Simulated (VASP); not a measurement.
Wanted: the native input for a VASP 6.6.1 run.

* Task: single point
* Functional: LDA
* Potentials or basis: VASP PAW LDA potentials, release 64 (Zn, O)
* Cutoff: 600 eV
* k mesh: 6 × 6 × 4
* Occupations: gaussian, width 0.01 eV
* Spin: no spin polarisation
* Dipole correction: no
* Further INCAR settings: ALGO = Normal; EDIFF = 1e-06; NBANDS = 26

The structure of ZnO lies in POSCAR:

```
ZnO
1.0
    3.4165334633      0.0000000000      0.0000000000
   -1.7082667316      2.9588047721      0.0000000000
    0.0000000000      0.0000000000      4.4775676713
Zn O
2 2
Direct
    0.3333333333      0.6666666667      0.2500000000
    0.6666666667      0.3333333333      0.7500000000
    0.6666666667      0.3333333333      0.2500000000
    0.3333333333      0.6666666667      0.7500000000
```

These files were run (other wordings do the same):

INCAR

```
SYSTEM = ZnO
PREC = Accurate
ENCUT = 600
EDIFF = 1E-6
ISMEAR = 0
SIGMA = 0.01
LREAL = .FALSE.
LASPH = .TRUE.
NELM = 120
ALGO = Normal
ISIF = 2
LWAVE = .FALSE.
LCHARG = .FALSE.
GGA = CA
NBANDS = 26
GGA_COMPAT = .FALSE.
```

KPOINTS

```
regular mesh
0
G
  6 6 4
  0 0 0
```

Potentials or basis: VASP PAW LDA potentials, release 64 (Zn, O).

Run with:

```bash
$ cat potpaw_LDA.64/Zn/POTCAR potpaw_LDA.64/O/POTCAR > POTCAR
$ mpirun -np 1 vasp_std > vasp.out
```

Results of the run:

```yaml
Pressure: -5.3 GPa
Band_gap_on_the_k_mesh: 0.95 eV, indirect (least direct gap 1.02 eV)
```

It took 28 s on 1 thread of AMD EPYC 7R43 64-Core Processor (Zen 3), with other jobs on the host, peak memory 0.13 GiB.
